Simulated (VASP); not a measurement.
# W (Im-3m) in VASP: a series of runs, part 2 of 2

VASP 6.6.1.

**4. Relaxation of cell and atoms, r2SCAN**

Input file POSCAR:

```
W
1.0
   -1.6017681100      1.6017681100      1.6017681100
    1.6017681100     -1.6017681100      1.6017681100
    1.6017681100      1.6017681100     -1.6017681100
W
1
Direct
    0.0000000000      0.0000000000      0.0000000000
```

Input file INCAR.step1:

```
SYSTEM = W
PREC     = Accurate       ! precision mode
ENCUT    = 600            ! plane-wave cutoff, eV
ISMEAR   = -1             ! smearing method
SIGMA    = 0.1            ! smearing width, eV
LREAL    = .FALSE.        ! projectors in reciprocal space
LASPH    = .TRUE.         ! aspherical terms in the spheres
NELM     = 100            ! most SCF steps
GGA      = PE             ! functional
ALGO     = Normal         ! electronic algorithm
EDIFF    = 1E-4           ! SCF threshold, eV
LWAVE    = .TRUE.         ! write WAVECAR
LCHARG   = .FALSE.        ! write CHGCAR
```

Input file INCAR.step2:

```
SYSTEM = W
PREC     = Accurate       ! precision mode
ENCUT    = 600            ! plane-wave cutoff, eV
EDIFF    = 1E-7           ! SCF threshold, eV
ISMEAR   = -1             ! smearing method
SIGMA    = 0.1            ! smearing width, eV
LREAL    = .FALSE.        ! projectors in reciprocal space
LASPH    = .TRUE.         ! aspherical terms in the spheres
NELM     = 100            ! most SCF steps
ALGO     = Normal         ! electronic algorithm
ISIF     = 3              ! what is computed and relaxed
LWAVE    = .FALSE.        ! write WAVECAR
LCHARG   = .FALSE.        ! write CHGCAR
METAGGA  = R2SCAN         ! meta-GGA
LMIXTAU  = .TRUE.       
IBRION   = 2              ! ionic algorithm
NSW      = 100            ! ionic steps
EDIFFG   = -0.03          ! ionic threshold
ISTART   = 1
```

Input file KPOINTS:

```
Automatic mesh
0
G
  15 15 15
  0 0 0
```

Potentials or basis: VASP PAW PBE potentials, release 64 (W_sv).

Started as:

```sh
$ cat potpaw_PBE.64/W_sv/POTCAR > POTCAR
$ cp INCAR.step1 INCAR
$ mpirun -np 1 vasp_std > vasp.out
$ cp INCAR.step2 INCAR
$ mpirun -np 1 vasp_std > vasp.out
```

OUTCAR:

```text
SYSTEM = W
   PREC = Accurate
   ENCUT = 600
   EDIFF = 1E-7
   ISMEAR = -1
   LREAL = .FALSE.
   LASPH = .TRUE.
   NELM = 100
   ISIF = 3
   METAGGA = R2SCAN
   IBRION = 2
   NSW = 100
   EDIFFG = -0.03
   ISTART = 1

 ion  position               nearest neighbor table
   1  0.000  0.000  0.000-

  LATTYP: Found a body centered cubic cell.
 ALAT       =     3.2035362200

  Lattice vectors:

 A1 = (  -1.6017681100,   1.6017681100,   1.6017681100)
 A2 = (   1.6017681100,  -1.6017681100,   1.6017681100)
 A3 = (   1.6017681100,   1.6017681100,  -1.6017681100)

Analysis of symmetry for initial positions (statically):
=====================================================================
 Subroutine PRICEL returns:
 Original cell was already a primitive cell.

 Routine SETGRP: Setting up the symmetry group for a
 body centered cubic supercell.

 Subroutine GETGRP returns: Found 48 space group operations
 (whereof 48 operations were pure point group operations)
 out of a pool of 48 trial point group operations.

The static configuration has the point symmetry O_h .

Analysis of symmetry for dynamics (positions and initial velocities):
=====================================================================
 Subroutine PRICEL returns:
 Original cell was already a primitive cell.

 Routine SETGRP: Setting up the symmetry group for a
 body centered cubic supercell.

 Subroutine GETGRP returns: Found 48 space group operations
 (whereof 48 operations were pure point group operations)
 out of a pool of 48 trial point group operations.

The dynamic configuration has the point symmetry O_h .

 Subroutine INISYM returns: Found 48 space group operations
 (whereof 48 operations are pure point group operations),
 and found     1 'primitive' translations

----------------------------------------------------------------------------------------

                                     Primitive cell

  volume of cell :      16.4384

  direct lattice vectors                    reciprocal lattice vectors
    -1.601768110  1.601768110  1.601768110     0.000000000  0.312155047  0.312155047
     1.601768110 -1.601768110  1.601768110     0.312155047  0.000000000  0.312155047
     1.601768110  1.601768110 -1.601768110     0.312155047  0.312155047  0.000000000

  length of vectors
     2.774343748  2.774343748  2.774343748     0.441453901  0.441453901  0.441453901

  position of ions in fractional coordinates (direct lattice)
     0.000000000  0.000000000  0.000000000

  ion indices of the primitive-cell ions
   primitive index   ion index
                 1           1

----------------------------------------------------------------------------------------

 KPOINTS: Automatic mesh

Automatic generation of k-mesh.
 Grid dimensions read from file:
 generate k-points for:   15   15   15

 Generating k-lattice:

  Cartesian coordinates                     Fractional coordinates (reciprocal lattice)
     0.000000000  0.020810336  0.020810336     0.066666667  0.000000000  0.000000000
[... 47 lines left out ...]
   NGX,Y,Z   is equivalent  to a cutoff of  14.38, 14.38, 14.38 a.u.
   NGXF,Y,Z  is equivalent  to a cutoff of  28.76, 28.76, 28.76 a.u.
 SYSTEM =  W
   PREC   = accura    normal or accurate (medium, high low for compatibility)
   ISTART =      1    job   : 0-new  1-cont  2-samecut
   ICHARG =      0    charge: 1-file 2-atom 10-const
   ISPIN  =      1    spin polarized calculation?
   LNONCOLLINEAR =      F non collinear calculations
   LSORBIT =      F    spin-orbit coupling
   LASPH  =      T    aspherical Exc in radial PAW
   ENCUT  =  600.0 eV  44.10 Ry    6.64 a.u.   5.54  5.54  5.54*2*pi/ulx,y,z
   NELM   =    100;   NELMIN=  2; NELMDL=  0     # of ELM steps
   EDIFF  = 0.1E-06   stopping-criterion for ELM
   LREAL  =      F    real-space projection
   EDIFFG = -.3E-01   stopping-criterion for IOM
   NSW    =    100    number of steps for IOM
   IBRION =      2    ionic relax: 0-MD 1-quasi-New 2-CG
   NFREE  =      1    steps in history (QN), initial steepest desc. (CG)
   ISIF   =      3    stress and relaxation
   ISYM   =      2    0-nonsym 1-usesym 2-fastsym
   POTIM  = 0.5000    time-step for ionic-motion
   TEBEG  =    0.0;   TEEND  =   0.0 temperature during run
   PSTRESS=    0.0 pullay stress
   NELECT =      14.0000    total number of electrons
   NUPDOWN=      -1.0000    fix difference up-down
   EMIN   =  10.00;   EMAX   =-10.00  energy-range for DOS
   EFERMI =   0.00;   METHOD = LEGACY
   ISMEAR =    -1;   SIGMA  =   0.10  broadening in eV -4-tet -1-fermi 0-gaus
   EFERMI_NEDOS =   21; number of points for ismear=-14 and -15
   IALGO  =     38    algorithm
   IMIX   =      4    mixing-type and parameters
     AMIX     =   0.40;   BMIX     =  1.00
     AMIX_MAG =   1.60;   BMIX_MAG =  1.00
  volume/ion in A,a.u.               =      16.44       110.93
  Fermi-wavevector in a.u.,A,eV,Ry     =   1.551784  2.932446 32.763276  2.408033
  Thomas-Fermi vector in A             =   2.656253
   LORBIT       =      0    0 simple, 1 ext, 2 COOP (PROOUT), +10 PAW based schemes
   METAGGA = R2SCAN    functional components
   LHFCALC =     F    Hartree Fock is set to
   AEXX    =    0.0000 exact exchange contribution
   IVDW    =     0    specifies the selected vdW correction
   LEPSILON=     F    determine dielectric tensor
   LRPA    =     F    only Hartree local field effects (RPA)
 conjugate gradient relaxation of ions
 non-spin polarized calculation
  energy-cutoff  :      600.00
  volume of cell :       16.44
 maximum number of plane-waves:       567
 NGX is ok and might be reduce to    24
   NGX = 11   NGY = 11   NGZ = 11

--------------------------------------- Ionic step        1  -------------------------------------------

 number of electron      14.0000001 magnetization

 Free energy of the ion-electron system (eV)
  ---------------------------------------------------
  ext. energy  EPLUGINS =         0.00000000
  ---------------------------------------------------
  free energy    TOTEN  =       -51.34478602 eV

  energy without entropy =      -51.33190199  energy(sigma->0) =      -51.33834401

------------------------ aborting loop because EDIFF is reached ----------------------------------------

  FORCE on cell =-STRESS in cart. coord.  units (eV):
  Direction    XX          YY          ZZ          XY          YZ          ZX
  --------------------------------------------------------------------------------------
  -------------------------------------------------------------------------------------
  Total       -0.8930494     -0.8930494     -0.8930494     -0.0000000     -0.0000000      0.0000000
  in kB      -87.0416518    -87.0416518    -87.0416518     -0.0000000     -0.0000000      0.0000000
  external PRESSURE =     -87.0416518 kB  Pullay stress =       0.0000000 kB
[... 92 lines left out ...]
--------------------------------------- Ionic step        4  -------------------------------------------

 number of electron      14.0000002 magnetization

 Free energy of the ion-electron system (eV)
  ---------------------------------------------------
  ext. energy  EPLUGINS =         0.00000000
  ---------------------------------------------------
  free energy    TOTEN  =       -51.35781449 eV

  energy without entropy =      -51.34535404  energy(sigma->0) =      -51.35158427

 E-fermi :  11.1376     XC(G=0): -14.9101

 val. band max:       11.0933769478   @ k =  -0.3333   0.4000   0.2667
 cond. band min:      11.2966132584   @ k =   0.4667   0.0667   0.0000
 fundamental gap:      0.2032363106
 Fermi energy:        11.1375552888

 k-point     1 :       0.0000    0.0000    0.0000
  band No.  band energies     occupation
      1     -64.9492      2.00000
      2     -27.8207      2.00000
      3     -27.8207      2.00000
      4     -27.8207      2.00000
      5       1.0929      2.00000
      6       9.9082      1.99999
      7       9.9082      1.99999
      8       9.9082      1.99999
      9      13.7228      0.00000
     10      13.7228      0.00000
     11      26.4196      0.00000
[... 309 lines left out ...]
 k-point    24 :       0.4000    0.2000    0.0000
  band No.  band energies     occupation
      1     -64.7914      2.00000
      2     -28.9988      2.00000
      3     -28.4453      2.00000
      4     -27.9570      2.00000
      5       5.9010      2.00000
      6       7.7286      2.00000
      7       9.6611      2.00000
      8      13.3948      0.00000
      9      14.8558      0.00000
     10      19.7365      0.00000
     11      21.0014      0.00000

 [... further k-points ...]

------------------------ aborting loop because EDIFF is reached ----------------------------------------

  FORCE on cell =-STRESS in cart. coord.  units (eV):
  Direction    XX          YY          ZZ          XY          YZ          ZX
  --------------------------------------------------------------------------------------
  -------------------------------------------------------------------------------------
  Total       -0.0047856     -0.0047856     -0.0047856      0.0000000     -0.0000000      0.0000000
  in kB       -0.4799834     -0.4799834     -0.4799834      0.0000000     -0.0000000      0.0000000
  external PRESSURE =      -0.4799834 kB  Pullay stress =       0.0000000 kB
[... 16 lines left out ...]
  FREE ENERGIE OF THE ION-ELECTRON SYSTEM (eV)
  ---------------------------------------------------
  free  energy   TOTEN  =       -51.3578144866 eV

  energy  without entropy=      -51.3453540449  energy(sigma->0) =      -51.35158427

 reached required accuracy - stopping structural energy minimisation
```

Wall time 3.3 min (1 thread of Intel Xeon 6975P-C, shared host); peak memory 0.18 GiB.

Results:

```
Free energy                            : -51.3578 eV
Relaxed volume                         : 15.97 Å³/atom
Relaxed cell                           : a = 2.748 Å, b = 2.748 Å, c = 2.748 Å, α = 109.47°, β = 109.47°, γ = 109.47°
Space group after relaxing (to 0.05 Å) : Im-3m (No. 229)
Energy gained by relaxing              : 13.0 meV/atom
Ionic steps                            : 4
Pressure after relaxing                : 0.0 GPa
Band gap on the k mesh                 : zero (band 7 reaches 15.93 eV, above the bottom of band 8 at 9.91 eV)
```

Step by step:
```
step  energy change (eV)  largest force (eV/Å)  pressure (GPa)  volume (Å³)
   1              0.0000                0.0000           -8.70        16.44
   2              0.1709                0.0000           41.02        14.40
   3             -0.0130                0.0000           -0.44        15.99
   4             -0.0130                0.0000           -0.05        15.97
```

Final structure:
```
W
1.0
    -1.58655    1.58655    1.58655
     1.58655   -1.58655    1.58655
     1.58655    1.58655   -1.58655
W
1
Direct
  0.00000 0.00000 0.00000
```

Caveat: the PAW data sets were made with another functional, which shifts forces and pressure a little; spin-orbit coupling is left out, which moves the levels of the heavy elements.

**5. Summary**

| task | cell | cutoff (eV) | gap on the mesh (eV) | pressure (GPa) |
| --- | --- | --- | --- | --- |
| single point | a = 2.774 Å, angles 109.5°, 1 atom | 520 | none | -8.7 |
| single point | a = 2.744 Å, angles 109.5°, 1 atom | 520 | none | 1.2 |
| relaxation of cell and atoms | relaxed from a = 2.774 Å, angles 109.5°, 1 atom | 600 | none | 0.0 |

Alike in all rows: level r2SCAN; potentials or basis VASP PAW PBE potentials, release 64 (W_sv); no spin polarisation; k mesh 15 × 15 × 15; smearing fermi-dirac 0.1 eV.

Caveats: the PAW data sets were made with another functional, which shifts forces and pressure a little; spin-orbit coupling is left out, which moves the levels of the heavy elements.

Total energies depend on the potentials used, so only differences within one code and one set of settings carry meaning.
